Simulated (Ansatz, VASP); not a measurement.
**Ta4O in VASP and in Ansatz**

Contents of INCAR:

```
SYSTEM = Ta4O
PREC = Accurate
ENCUT = 700
EDIFF = 1E-6
ISMEAR = 0
SIGMA = 0.1
LREAL = .False.
LASPH = .True.
NELM = 120
ALGO = Normal
ISIF = 2
LWAVE = .False.
LCHARG = .False.
GGA = PE
NBANDS = 37
GGA_COMPAT = .False.
```

File KPOINTS:

```
Automatic mesh
0
Gamma
  4 4 4
  0 0 0
```

File POSCAR:

```
Ta4O
1.0
    4.7240804300      0.0000000000      0.0000000000
    0.0000000000      4.7240804300      0.0000000000
    0.0000000000      0.0000000000      3.7925695000
Ta O
4 1
Direct
    0.3004995100      0.0000000000      0.6386128800
    0.6995004900      0.0000000000      0.6386128800
    0.0000000000      0.3004995100      0.6386128800
    0.0000000000      0.6995004900      0.6386128800
    0.5000000000      0.5000000000      0.2875764100
```

Input for Ansatz:

```yaml
crystal:
  lattice:
    - [4.72408043, 0.0, 0.0]
    - [0.0, 4.72408043, 0.0]
    - [0.0, 0.0, 3.7925695]
  atoms:
    - { symbol: Ta, position: [0.30049951, 0.0, 0.63861288] }
    - { symbol: Ta, position: [0.69950049, 0.0, 0.63861288] }
    - { symbol: Ta, position: [0.0, 0.30049951, 0.63861288] }
    - { symbol: Ta, position: [0.0, 0.69950049, 0.63861288] }
    - { symbol: O, position: [0.5, 0.5, 0.28757641] }
basis:
  ecutwfc: 420
kpoints:
  mp_grid: { grid: [4, 4, 4] }
hamiltonian:
  xc: pbe
scf:
  occupations: { method: gaussian, width: 0.1 }
  lower_state_search: "off"
output:
  forces: true
  stress: true
  eigenvalues: true
```

Alike in both runs: task single point; functional PBE; k mesh 4 × 4 × 4; occupations gaussian, width 0.1 eV; no spin polarisation.

```csv
,VASP,Ansatz
version,VASP 6.6.1,Ansatz 0.2.0
potentials or method,"VASP PAW PBE potentials, release 64 (Ta_sv_GW, O), cutoff 700 eV","scalar-relativistic, plane waves, PAW"
valence electrons in the cell,58,58
```

|  | VASP | Ansatz | Ansatz less VASP |
| --- | --- | --- | --- |
| gap on the k mesh at the Fermi level (eV) | none | none | - |
| rms of the force components (eV/Å) | 0.707 | 0.749 | +0.0420 |

Atom by atom the forces differ by 0.048 eV/Å (rms over components). A gap of «none» marks a metal or a gap that the smearing closes.

The k mesh is coarse, so the values compare programs but aren't converged. Spin-orbit coupling is off throughout.
